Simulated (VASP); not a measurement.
Write the native input for VASP 6.6.1 that does the following.

* Task: relaxation of cell and atoms
* Functional: PBE
* Potentials or basis: VASP PAW PBE potentials, release 64 (Al)
* Cutoff: 600 eV
* k mesh: 15 × 15 × 15
* Occupations: fermi-dirac, width 0.05 eV
* Spin: no spin polarisation
* Dipole correction: no
* Further INCAR settings: ALGO = Normal; EDIFF = 1e-06; IBRION = 2; EDIFFG = -0.005; NSW = 100; ISIF = 3

The structure of Al lies in POSCAR:

```
Al
1.0
    2.6452642880      0.0000000000      0.0000000000
    0.0000000000      2.6452642880      0.0000000000
    0.0000000000      0.0000000000      2.6452642880
Al
1
Direct
    0.0000000000      0.0000000000      0.0000000000
```

The input as run:

INCAR

```
SYSTEM = Al
PREC = Accurate ; ENCUT = 600
EDIFF = 1E-6 ; ISMEAR = -1
SIGMA = 0.05 ; LREAL = .False.
LASPH = .True. ; NELM = 60
ALGO = Normal ; ISIF = 3
LWAVE = .False. ; LCHARG = .False.
GGA = PE ; IBRION = 2
NSW = 100 ; EDIFFG = -0.005
```

KPOINTS

```
Automatic mesh
0
Gamma
  15 15 15
  0 0 0
```

Potentials or basis: VASP PAW PBE potentials, release 64 (Al).

Command:

```bash
$ cat potpaw_PBE.64/Al/POTCAR > POTCAR
$ mpirun -np 1 vasp_std > vasp.out
```

Results of the run:

```yaml
Relaxed_volume: 20.15 Å³/atom
Relaxed_cell: a = 2.721 Å, b = 2.721 Å, c = 2.721 Å, α = 90.00°, β = 90.00°, γ = 90.00°
Space_group_after_relaxing_to_0.05_Å: Pm-3m (No. 221)
Energy_gained_by_relaxing: 27.9 meV/atom
Ionic_steps: 3
Pressure_after_relaxing: 0.0 GPa
```

Run time: 21 s on 1 thread of AMD EPYC 7R43 64-Core Processor (Zen 3) (shared host), peak memory 0.1 GiB.
